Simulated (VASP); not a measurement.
# MnS (Fm-3m) in VASP: a series of runs, part 2 of 2

VASP 6.6.1. Earlier steps stand in the parts before.

### 3 Single point, PBE, collinear spin, antiferromagnetic start

Input file INCAR:

```
SYSTEM = MnS
ALGO     = Normal         ! electronic algorithm
EDIFF    = 1E-7           ! SCF threshold, eV
ENCUT    = 520            ! plane-wave cutoff, eV
GGA      = PE             ! functional
ISIF     = 2              ! what is computed and relaxed
ISMEAR   = -1             ! smearing method
ISPIN    = 2              ! spin polarisation
LASPH    = .True.         ! aspherical terms in the spheres
LCHARG   = .False.        ! write CHGCAR
LMAXMIX  = 4              ! l up to which the mixer works
LORBIT   = 11             ! projections on sites
LREAL    = .False.        ! projectors in reciprocal space
LWAVE    = .False.        ! write WAVECAR
MAGMOM   = 4.5 -4.5 0 0   ! initial moments
NBANDS   = 31             ! bands
NELM     = 150            ! most SCF steps
PREC     = Accurate       ! precision mode
SIGMA    = 0.05           ! smearing width, eV
```

Input file KPOINTS:

```
k-points
0
Gamma
  6 6 3
  0 0 0
```

Input file POSCAR:

```
MnS
1.0
    0.0000000000      2.6118000000      2.6118000000
    2.6118000000      0.0000000000      2.6118000000
    5.2236000000      5.2236000000      0.0000000000
Mn S
2 2
Direct
    0.0000000000      0.0000000000      0.0000000000
    0.0000000000      0.0000000000      0.5000000000
    0.5000000000      0.5000000000      0.2500000000
    0.5000000000      0.5000000000      0.7500000000
```

Potentials or basis: VASP PAW PBE potentials, release 64 (Mn_pv, S).

Launch:

```console
cat potpaw_PBE.64/Mn_pv/POTCAR potpaw_PBE.64/S/POTCAR > POTCAR
mpirun -np 1 vasp_std > vasp.out
```

OUTCAR:

```text
SYSTEM = MnS
   EDIFF = 1E-7
   ENCUT = 520
   GGA = PE
   ISIF = 2
   ISMEAR = -1
   ISPIN = 2
   LASPH = .True.
   LORBIT = 11
   LREAL = .False.
   NELM = 150
   PREC = Accurate

 ion  position               nearest neighbor table
   1  0.000  0.000  0.000-   4 2.61   3 2.61   4 2.61   3 2.61   4 2.61   3 2.61
   2  0.000  0.000  0.500-   3 2.61   3 2.61   4 2.61   3 2.61   4 2.61   4 2.61
   3  0.500  0.500  0.250-   1 2.61   1 2.61   2 2.61   1 2.61   2 2.61   2 2.61
   4  0.500  0.500  0.750-   2 2.61   1 2.61   2 2.61   1 2.61   2 2.61   1 2.61

  LATTYP: Found a trigonal (rhomboedric) cell.
 ALAT       =     6.3975773102
 COS(alpha) =     0.8333333333

  Lattice vectors:

 A1 = (   5.2236000000,   2.6118000000,  -2.6118000000)
 A2 = (   2.6118000000,   2.6118000000,  -5.2236000000)
 A3 = (   2.6118000000,   5.2236000000,  -2.6118000000)

Analysis of symmetry for initial positions (statically):
=====================================================================
[... 1330 lines left out ...]
  Direction    XX          YY          ZZ          XY          YZ          ZX
  --------------------------------------------------------------------------------------
  -------------------------------------------------------------------------------------
  Total       -1.6453318     -1.6453318     -1.6453318     -0.0982675      0.0982675      0.0982675
  in kB      -36.9899991    -36.9899991    -36.9899991     -2.2092295      2.2092295      2.2092295
  external PRESSURE =     -36.9899991 kB  Pullay stress =       0.0000000 kB

 VOLUME and BASIS-vectors are now :
 -----------------------------------------------------------------------------
  energy-cutoff  :      520.00
  volume of cell :       71.27
      direct lattice vectors                 reciprocal lattice vectors
     0.000000000  2.611800000  2.611800000    -0.191438854  0.191438854  0.191438854
     2.611800000  0.000000000  2.611800000     0.191438854 -0.191438854  0.191438854
     5.223600000  5.223600000  0.000000000     0.095719427  0.095719427 -0.095719427

 POSITION                                       TOTAL-FORCE (eV/Angst)
 -----------------------------------------------------------------------------------
      0.00000      0.00000      0.00000        -0.000000      0.000000      0.000000
      2.61180      2.61180      0.00000        -0.000000     -0.000000     -0.000000
      2.61180      2.61180      2.61180         0.000000      0.000000     -0.000000
      5.22360      5.22360      2.61180         0.000000      0.000000      0.000000
 -----------------------------------------------------------------------------------
    total drift:                                0.000000      0.000000      0.000000

  FREE ENERGIE OF THE ION-ELECTRON SYSTEM (eV)
  ---------------------------------------------------
  free  energy   TOTEN  =       -28.3900079871 eV

  energy  without entropy=      -28.3900053365  energy(sigma->0) =      -28.39000666

 total charge

# of ion       s       p       d       tot
------------------------------------------
    1        0.207   6.154   4.945  11.307
    2        0.207   6.154   4.945  11.307
    3        1.326   2.404   0.000   3.730
    4        1.326   2.404   0.000   3.730
--------------------------------------------------
tot          3.066  17.116   9.890  30.073

 magnetization (x)

# of ion       s       p       d       tot
------------------------------------------
    1        0.019   0.015   4.175   4.209
    2       -0.019  -0.015  -4.175  -4.209
    3        0.000   0.000   0.000   0.000
    4        0.000   0.000   0.000   0.000
--------------------------------------------------
tot          0.000   0.000   0.000   0.000
```

OSZICAR:

```text
N       E                     dE             d eps       ncg     rms          rms(c)
DAV:   1     0.388985009851E+03    0.38899E+03   -0.20535E+04  2056   0.132E+03
DAV:   2    -0.262793481277E+01   -0.39161E+03   -0.37188E+03  1998   0.388E+02
DAV:   3    -0.299992654785E+02   -0.27371E+02   -0.26875E+02  2371   0.109E+02
DAV:   4    -0.306495589449E+02   -0.65029E+00   -0.64889E+00  2280   0.166E+01
DAV:   5    -0.306608814023E+02   -0.11322E-01   -0.11321E-01  2346   0.244E+00    0.151E+01
DAV:   6    -0.283223158370E+02    0.23386E+01   -0.10898E+01  2114   0.334E+01    0.138E+01
DAV:   7    -0.283882064049E+02   -0.65891E-01   -0.18281E+00  2082   0.124E+01    0.842E+00
DAV:   8    -0.283957299401E+02   -0.75235E-02   -0.12366E-01  2441   0.263E+00    0.433E+00
DAV:   9    -0.283881109696E+02    0.76190E-02   -0.24489E-02  2173   0.151E+00    0.437E-01
DAV:  10    -0.283897017481E+02   -0.15908E-02   -0.50660E-03  2145   0.469E-01    0.214E-01
DAV:  11    -0.283898855656E+02   -0.18382E-03   -0.23176E-04  2278   0.975E-02    0.132E-01
DAV:  12    -0.283899735180E+02   -0.87952E-04   -0.16247E-04  2124   0.625E-02    0.934E-02
DAV:  13    -0.283900069048E+02   -0.33387E-04   -0.28323E-05  2208   0.337E-02    0.320E-02
DAV:  14    -0.283900076907E+02   -0.78589E-06   -0.20190E-05  2278   0.235E-02    0.112E-02
DAV:  15    -0.283900080793E+02   -0.38861E-06   -0.14968E-06  2278   0.692E-03    0.219E-03
DAV:  16    -0.283900079871E+02    0.92226E-07   -0.31860E-08  1482   0.140E-03
   1 F= -.28390008E+02 E0= -.28390007E+02  d E =-.265055E-05  mag=    -0.0000
```

Run time: 67 s. Hardware: 1 thread of Intel Xeon Platinum 8375C at 2.90GHz (Ice Lake), shared host; peak memory 0.24 GiB.

Results:

* Free energy: -28.3900 eV
* Pressure: -3.7 GPa
* Band gap on the k mesh: 1.10 eV
* Net moment: 0.00 μB per cell
* Site moments: Mn +4.21, -4.21; S +0.00 μB
* Valence electrons inside the program's atomic spheres: Mn 11.31; S 3.73

Caveat: the cell stands under tension; the antiferromagnetic order is the one typed at the start, and another may lie lower. A hybrid or GW would open this gap; PBE tends to underestimate it.

### 4 Single point, PBE, collinear spin

Input file INCAR:

```
SYSTEM = MnS
PREC = Accurate
ENCUT = 520
EDIFF = 1E-7
ISMEAR = -1
SIGMA = 0.05
LREAL = .False.
LASPH = .True.
NELM = 150
ALGO = Normal
ISIF = 2
LWAVE = .False.
LCHARG = .False.
ISPIN = 2
MAGMOM = 4.5 0 0 0
LORBIT = 11
LMAXMIX = 4
GGA = PE
NBANDS = 31
```

Input file KPOINTS:

```
Automatic mesh
0
Gamma
  6 6 3
  0 0 0
```

POSCAR is that of step 3.

Launch:

```console
cat potpaw_PBE.64/Mn_pv/POTCAR potpaw_PBE.64/S/POTCAR > POTCAR
mpirun -np 1 vasp_std > vasp.out
```

Run time: 2.2 min. Hardware: 1 thread of Intel Xeon Platinum 8375C at 2.90GHz (Ice Lake), shared host; peak memory 0.25 GiB.

It converged, with:

| Property | Result |
| --- | --- |
| Free energy | -28.1452 eV |
| Pressure | -4.0 GPa |
| Net moment | 9.35 μB per cell |
| Site moments | Mn +4.24; S +0.10 μB |
| Valence electrons inside the program's atomic spheres | Mn 11.30; S 3.72 |

Levels at points of the mesh, in eV from the Fermi level:
Spin up:
| k point | band 20 | band 21 | band 22 | band 23 | band 24 | band 25 | band 26 | band 27 | band 28 | band 29 |
| --- | --- | --- | --- | --- | --- | --- | --- | --- | --- | --- |
| (0.00, 0.00, 0.00) | -1.89 | -1.89 | -1.89 | 0.34 | 0.34 | 1.63 | 2.80 | 5.36 | 5.36 | 8.36 |
| (0.50, 0.00, 0.00) | -2.75 | -2.51 | -2.28 | 0.34 | 0.34 | 0.81 | 2.80 | 5.36 | 5.36 | 5.44 |
Spin down:
| k point | band 12 | band 13 | band 14 | band 15 | band 16 | band 17 |
| --- | --- | --- | --- | --- | --- | --- |
| (0.00, 0.00, 0.00) | -1.69 | -1.69 | -1.69 | 0.29 | 0.29 | 0.29 |
| (0.50, 0.00, 0.00) | -3.36 | -3.19 | -3.19 | -0.80 | 0.75 | 1.23 |

Caveat: the cell stands under tension; semilocal functionals often make such compounds metallic where correlation or magnetic order opens a gap, which also shifts bond lengths. With open d or f shells a metallic result of PBE can be an artefact of self-interaction; +U or a hybrid may open a gap.

### 5 Summary

| spin | gap on the mesh (eV) | pressure (GPa) | moment (μB) |
| --- | --- | --- | --- |
| collinear, ferromagnetic start | none | -4.0 | 9.35 |
| collinear, antiferromagnetic start | 1.10 | -3.7 | 0.00 |
| collinear | none | -4.0 | 9.35 |

Alike in all rows: task single point; level PBE; potentials or basis VASP PAW PBE potentials, release 64 (Mn_pv, S); cell as given; k mesh 6 × 6 × 3; cutoff (eV) 520; smearing fermi-dirac 0.05 eV.

Caveats: the cell stands under tension; semilocal functionals often make such compounds metallic where correlation or magnetic order opens a gap, which also shifts bond lengths (at least some runs); the run started ferromagnetic, and an antiferromagnetic order may lie lower in energy (at least some runs); the antiferromagnetic order is the one typed at the start, and another may lie lower (at least some runs).

Absolute energies hang on the potentials; compare differences alone.
